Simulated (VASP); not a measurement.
# FeCo3 (P4/mmm) in VASP: single point with r2SCAN

Aim: the single point of FeCo3 with r2SCAN.

All numbers are computed with VASP 6.6.1; they aren't measurements. Logs are shortened: lines on timing, memory, paths and dates and some standing lists are left out, and cuts for length are marked.

## (1) The cell of the first run

It takes space group P4/mmm (No. 123, tetragonal). The conventional cell has a = 2.474 Å, b = 2.474 Å, c = 7.240 Å, α = 90.00°, β = 90.00°, γ = 90.00°. Within 3.3 Å of Fe (site symmetry 4/mmm) lie 4 Fe at 2.47 Å and 8 Co at 2.58 Å. Co (site symmetry 4mm) has 8 Co at 2.46 to 2.47 Å and 4 Fe at 2.58 Å within 3.2 Å. Co (site symmetry 4/mmm) has 12 Co at 2.46 to 2.47 Å within 3.2 Å.

## (2) Single point, r2SCAN, collinear spin, ferromagnetic start

Contents of POSCAR:

```
FeCo3
1.0
    2.4739680682      0.0000000000      0.0000000000
    0.0000000000      2.4739680682      0.0000000000
    0.0000000000      0.0000000000      7.2396522547
Fe Co
1 3
Direct
    0.0000000000      0.0000000000      0.0000000000
    0.5000000000      0.5000000000      0.7389871250
    0.0000000000      0.0000000000      0.5000000000
    0.5000000000      0.5000000000      0.2610128750
```

Contents of INCAR.step1:

```
PREC = Accurate
ENCUT = 660
ISMEAR = 0
SIGMA = 0.1
LREAL = False
LASPH = True
NELM = 200
ISPIN = 2
MAGMOM = 3.16 2.09 2.09 2.09
LMAXMIX = 4
NBANDS = 30
GGA = PE
ALGO = Normal
EDIFF = 1E-5
LWAVE = True
LCHARG = False
GGA_COMPAT = False
KPAR = 4
```

Contents of INCAR.step2:

```
PREC = Accurate
ENCUT = 660
EDIFF = 1E-6
ISMEAR = 0
SIGMA = 0.1
LREAL = False
LASPH = True
NELM = 200
ALGO = Normal
ISIF = 2
LWAVE = False
LCHARG = False
ISPIN = 2
MAGMOM = 3.16 2.09 2.09 2.09
LORBIT = 11
LMAXMIX = 4
METAGGA = R2SCAN
LMIXTAU = True
NBANDS = 30
ISTART = 1
GGA_COMPAT = False
KPAR = 4
```

Contents of KPOINTS:

```
Automatic mesh
0
Gamma
  18 18 6
```

Potentials or basis: VASP PAW PBE potentials, release 64 (Fe, Co).

The run is started by

```bash
$ cat potpaw_PBE.64/Fe/POTCAR potpaw_PBE.64/Co/POTCAR > POTCAR
$ cp INCAR.step1 INCAR
$ mpirun -np 4 vasp_std > vasp.out
$ cp INCAR.step2 INCAR
$ mpirun -np 4 vasp_std > vasp.out
```

OUTCAR:

```text
PREC = Accurate
   ENCUT = 660
   EDIFF = 1E-6
   ISMEAR = 0
   LREAL = False
   LASPH = True
   NELM = 200
   ISIF = 2
   ISPIN = 2
   LORBIT = 11
   METAGGA = R2SCAN
   ISTART = 1

 ion  position               nearest neighbor table
   1  0.000  0.000  0.000-   2 2.58   4 2.58   2 2.58   4 2.58   2 2.58   4 2.58   2 2.58   4 2.58

   2  0.500  0.500  0.739-   3 2.46   3 2.46   3 2.46   3 2.46   1 2.58   1 2.58   1 2.58   1 2.58

   3  0.000  0.000  0.500-   2 2.46   4 2.46   2 2.46   4 2.46   2 2.46   4 2.46   2 2.46   4 2.46

   4  0.500  0.500  0.261-   3 2.46   3 2.46   3 2.46   3 2.46   1 2.58   1 2.58   1 2.58   1 2.58

  LATTYP: Found a simple tetragonal cell.
 ALAT       =     2.4739680682
 C/A-ratio  =     2.9263321333

  Lattice vectors:

 A1 = (   2.4739680682,   0.0000000000,   0.0000000000)
 A2 = (   0.0000000000,   2.4739680682,   0.0000000000)
 A3 = (   0.0000000000,   0.0000000000,   7.2396522547)

Analysis of symmetry for initial positions (statically):
=====================================================================
 Subroutine PRICEL returns:
 Original cell was already a primitive cell.

 Routine SETGRP: Setting up the symmetry group for a
 simple tetragonal supercell.

 Subroutine GETGRP returns: Found 16 space group operations
 (whereof 16 operations were pure point group operations)
 out of a pool of 16 trial point group operations.

The static configuration has the point symmetry D_4h.

Analysis of symmetry for dynamics (positions and initial velocities):
=====================================================================
 Subroutine PRICEL returns:
 Original cell was already a primitive cell.

 Routine SETGRP: Setting up the symmetry group for a
 simple tetragonal supercell.

 Subroutine GETGRP returns: Found 16 space group operations
 (whereof 16 operations were pure point group operations)
 out of a pool of 16 trial point group operations.

The dynamic configuration has the point symmetry D_4h.

Analysis of structural, dynamic, and magnetic symmetry:
=====================================================================
 Subroutine PRICEL returns:
 Original cell was already a primitive cell.

 Routine SETGRP: Setting up the symmetry group for a
 simple tetragonal supercell.

 Subroutine GETGRP returns: Found 16 space group operations
 (whereof 16 operations were pure point group operations)
 out of a pool of 16 trial point group operations.

The overall configuration has the point symmetry D_4h.

[... 128 lines left out ...]
   LHFCALC =     F    Hartree Fock is set to
   AEXX    =    0.0000 exact exchange contribution
   IVDW    =     0    specifies the selected vdW correction
   LEPSILON=     F    determine dielectric tensor
   LRPA    =     F    only Hartree local field effects (RPA)
 spin polarized calculation
 Gauss-broadening in eV      SIGMA  =   0.10
  energy-cutoff  :      660.00
  volume of cell :       44.31
 maximum number of plane-waves:      1744
 NGX is ok and might be reduce to    24
   NGX = 11   NGY = 11   NGZ = 31

 number of electron      35.0000004 magnetization       8.1572511

 Free energy of the ion-electron system (eV)
  ---------------------------------------------------
  ext. energy  EPLUGINS =         0.00000000
  ---------------------------------------------------
  free energy    TOTEN  =       -54.07591748 eV

  energy without entropy =      -54.06406594  energy(sigma->0) =      -54.06999171

 E-fermi :   9.3020     XC(G=0): -14.4926

 val. band max:        9.3016459866   @ k =   0.4444   0.0000   0.0000
 cond. band min:       9.3031302845   @ k =   0.2778   0.0556   0.0000
 fundamental gap:      0.0014842979
 Fermi energy:         9.3020449562

 spin component 1

 k-point     1 :       0.0000    0.0000    0.0000
  band No.  band energies     occupation
      1      -0.1604      1.00000
      2       2.5245      1.00000
      3       2.5943      1.00000
      4       3.1703      1.00000
      5       3.9324      1.00000
      6       4.7882      1.00000
[... 757 lines left out ...]
     28      19.6063      0.00000
     29      25.6127      0.00000

 [... further k-points ...]

 spin component 2

 k-point     1 :       0.0000    0.0000    0.0000
  band No.  band energies     occupation
      1      -0.6457      1.00000
      2       2.3111      1.00000
      3       2.4963      1.00000
      4       5.1674      1.00000
      5       5.5701      1.00000
      6       6.5161      1.00000
[... 757 lines left out ...]
     28      20.8008      0.00000
     29      26.3675      0.00000

 [... further k-points ...]

 [bands above 29 left out]

------------------------ aborting loop because EDIFF is reached ----------------------------------------

  FORCE on cell =-STRESS in cart. coord.  units (eV):
  Direction    XX          YY          ZZ          XY          YZ          ZX
  --------------------------------------------------------------------------------------
  -------------------------------------------------------------------------------------
  Total       -0.0521085     -0.0521085     -0.0510382      0.0000000      0.0000000     -0.0000000
  in kB       -1.8841387     -1.8841387     -1.8454399      0.0000000      0.0000000     -0.0000000
  external PRESSURE =      -1.8712391 kB  Pullay stress =       0.0000000 kB

 VOLUME and BASIS-vectors are now :
 -----------------------------------------------------------------------------
  energy-cutoff  :      660.00
  volume of cell :       44.31
      direct lattice vectors                 reciprocal lattice vectors
     2.473968068  0.000000000  0.000000000     0.404208936  0.000000000  0.000000000
     0.000000000  2.473968068  0.000000000     0.000000000  0.404208936  0.000000000
     0.000000000  0.000000000  7.239652255     0.000000000  0.000000000  0.138128181

 POSITION                                       TOTAL-FORCE (eV/Angst)
 -----------------------------------------------------------------------------------
      0.00000      0.00000      0.00000         0.000000      0.000000      0.000000
      1.23698      1.23698      5.35001         0.000000     -0.000000      0.017307
      0.00000      0.00000      3.61983         0.000000      0.000000      0.000000
      1.23698      1.23698      1.88964         0.000000      0.000000     -0.017307
 -----------------------------------------------------------------------------------
    total drift:                                0.000000      0.000000     -0.000000

  FREE ENERGIE OF THE ION-ELECTRON SYSTEM (eV)
  ---------------------------------------------------
  free  energy   TOTEN  =       -54.0759174830 eV

  energy  without entropy=      -54.0640659374  energy(sigma->0) =      -54.06999171

 total charge

# of ion       s       p       d       tot
------------------------------------------
    1        0.479   0.538   6.160   7.178
    2        0.512   0.563   7.214   8.289
    3        0.523   0.584   7.238   8.346
    4        0.512   0.563   7.214   8.289
--------------------------------------------------
tot          2.027   2.248  27.827  32.101

 magnetization (x)

# of ion       s       p       d       tot
------------------------------------------
    1        0.004  -0.066   2.900   2.838
    2       -0.010  -0.075   1.938   1.853
    3       -0.007  -0.069   1.907   1.831
    4       -0.010  -0.075   1.938   1.853
--------------------------------------------------
tot         -0.023  -0.285   8.684   8.375
```

OUTCAR.step1:

```text
PREC = Accurate
   ENCUT = 660
   ISMEAR = 0
   LREAL = False
   LASPH = True
[... 1791 lines left out ...]
      0.00000      0.00000      0.00000         0.000000      0.000000     -0.000000
      1.23698      1.23698      5.35001         0.000000      0.000000      0.235422
      0.00000      0.00000      3.61983         0.000000      0.000000     -0.000000
      1.23698      1.23698      1.88964        -0.000000     -0.000000     -0.235422
 -----------------------------------------------------------------------------------
    total drift:                                0.000000      0.000000     -0.000000

  FREE ENERGIE OF THE ION-ELECTRON SYSTEM (eV)
  ---------------------------------------------------
  free  energy   TOTEN  =       -29.2510685842 eV

  energy  without entropy=      -29.2292763346  energy(sigma->0) =      -29.24017246
```

OSZICAR.step1:

```text
N       E                     dE             d eps       ncg     rms          rms(c)
DAV:   1     0.256732031677E+03    0.25673E+03   -0.18028E+04 27416   0.187E+03
DAV:   2    -0.166069038545E+02   -0.27334E+03   -0.25444E+03 26460   0.330E+02
DAV:   3    -0.328584258363E+02   -0.16252E+02   -0.15152E+02 28738   0.109E+02
DAV:   4    -0.331112284742E+02   -0.25280E+00   -0.25247E+00 30190   0.140E+01
DAV:   5    -0.331212895450E+02   -0.10061E-01   -0.10060E-01 39966   0.209E+00    0.213E+01
DAV:   6    -0.298254932309E+02    0.32958E+01   -0.24326E+01 29358   0.730E+01    0.114E+01
DAV:   7    -0.313664431794E+02   -0.15409E+01   -0.93453E+00 31062   0.647E+01    0.216E+01
DAV:   8    -0.293681606141E+02    0.19983E+01   -0.73440E+00 31924   0.525E+01    0.706E+00
DAV:   9    -0.293468482527E+02    0.21312E-01   -0.11510E+00 39244   0.176E+01    0.418E+00
DAV:  10    -0.294315572899E+02   -0.84709E-01   -0.14210E+00 33138   0.198E+01    0.602E+00
DAV:  11    -0.292526240029E+02    0.17893E+00   -0.36352E-01 33802   0.125E+01    0.108E+00
DAV:  12    -0.292502509463E+02    0.23731E-02   -0.32516E-02 40702   0.219E+00    0.456E-01
DAV:  13    -0.292508688190E+02   -0.61787E-03   -0.31734E-03 30246   0.938E-01    0.144E-01
DAV:  14    -0.292510973530E+02   -0.22853E-03   -0.66705E-04 41540   0.379E-01    0.111E-01
DAV:  15    -0.292510741065E+02    0.23247E-04   -0.18157E-04 30966   0.233E-01    0.441E-02
DAV:  16    -0.292510685842E+02    0.55222E-05   -0.13464E-05 17220   0.534E-02
   1 F= -.29251069E+02 E0= -.29240172E+02  d E =-.217922E-01  mag=     7.4553
```

It took 5.8 min on 4 MPI ranks of Intel Xeon 6975P-C (Granite Rapids), shared host; peak memory 0.69 GiB.

Results:

* Free energy: -54.0759 eV
* Pressure: -0.2 GPa
* Largest force: 0.017 eV/Å
* Net moment: 8.16 μB per cell
* Site moments: Fe +2.84; Co +1.85, +1.83 μB
* Valence electrons inside the program's atomic spheres: Fe 7.18; Co 8.29, 8.35

Forces in eV/Å, atoms in the order of the input:
```
Fe   0.000  0.000  0.000
Co   0.000  0.000  0.017
Co   0.000  0.000  0.000
Co   0.000  0.000 -0.017
```

Levels at points of the mesh, in eV from the Fermi level:
Spin up:
```tsv
k point	band 18	band 19	band 20	band 21	band 22	band 23	band 24	band 25	band 26	band 27
(0.00, 0.00, 0.00)	-2.44	-2.44	-2.09	-1.83	-1.26	-1.26	1.86	8.65	15.57	15.57
(0.50, 0.00, 0.00)	-1.61	-1.59	-1.48	-0.58	-0.45	0.49	0.68	5.76	5.96	11.30
(0.50, 0.50, 0.00)	-1.25	-1.22	-0.73	2.61	2.61	7.80	7.80	7.89	7.89	9.56
(0.00, 0.00, 0.50)	-1.86	-1.72	-1.72	-1.58	-1.58	-1.18	-0.75	12.33	13.11	16.56
(0.50, 0.00, 0.50)	-1.91	-1.89	-1.79	0.19	0.24	0.27	0.52	7.34	7.54	7.74
(0.50, 0.50, 0.50)	-1.25	-1.22	-0.73	4.21	4.21	4.64	4.64	9.59	9.70	9.77
```
Spin down:
```tsv
k point	band 10	band 11	band 12	band 13	band 14	band 15	band 16	band 17	band 18	band 19
(0.00, 0.00, 0.00)	-1.20	-0.49	-0.25	-0.25	0.01	0.43	0.43	0.97	0.97	1.46
(0.50, 0.00, 0.00)	-1.05	-0.93	-0.90	-0.82	-0.63	0.03	0.34	0.76	0.84	1.53
(0.50, 0.50, 0.00)	-1.91	0.60	1.03	1.11	1.11	1.27	1.58	1.58	1.92	2.35
(0.00, 0.00, 0.50)	-1.13	-0.49	-0.49	-0.45	0.44	0.56	0.73	0.74	0.74	0.97
(0.50, 0.00, 0.50)	-1.31	-1.23	-0.82	-0.77	-0.70	-0.21	0.09	0.99	1.10	1.94
(0.50, 0.50, 0.50)	-0.63	-0.28	-0.28	1.11	1.11	1.25	1.27	1.38	1.45	2.13
```

Caveat: the PAW data sets were made with another functional, which shifts forces and pressure a little.
